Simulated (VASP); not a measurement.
Write the native input for VASP 6.6.1 that does the following.

* Task: single point
* Functional: PBEsol
* Potentials or basis: VASP PAW PBE potentials, release 64 (Ba_sv)
* Cutoff: 520 eV
* k mesh: 8 × 8 × 8
* Occupations: fermi-dirac, width 0.05 eV
* Spin: no spin polarisation
* Dipole correction: no
* Further INCAR settings: ALGO = Fast; EDIFF = 1e-06; NBANDS = 11

The structure of Ba lies in POSCAR:

```
Ba
1.0
   -2.1736597830      2.1736597830      2.1736597830
    2.1736597830     -2.1736597830      2.1736597830
    2.1736597830      2.1736597830     -2.1736597830
Ba
1
Direct
    0.0000000000      0.0000000000      0.0000000000
```

These files were run (other wordings do the same):

INCAR

```
  PREC = Accurate
  ENCUT = 520
  EDIFF = 1E-6
  ISMEAR = -1
  SIGMA = 0.05
  LREAL = F
  LASPH = T
  NELM = 100
  ALGO = Fast
  ISIF = 2
  LWAVE = F
  LCHARG = F
  GGA = PS
  NBANDS = 11
```

KPOINTS

```
regular mesh
0
Gamma
  8 8 8
```

Potentials or basis: VASP PAW PBE potentials, release 64 (Ba_sv).

Run with:

```console
$ cat potpaw_PBE.64/Ba_sv/POTCAR > POTCAR
$ mpirun -np 1 vasp_std > vasp.out
```

It gave:

```yaml
Pressure: 5.5 GPa
Band_gap_on_the_k_mesh: zero (band 5 reaches 4.35 eV, above the bottom of band 6 at 1.85 eV)
```

Caveat: the PAW data sets were made with another functional, which shifts forces and pressure a little; spin-orbit coupling is left out, which moves the levels of the heavy elements.

Run time: 16 s on 1 thread of Intel(R) Xeon(R) Platinum 8259CL CPU @ 2.50GHz (Skylake/Cascade Lake), with other jobs on the host, peak memory 0.15 GiB.
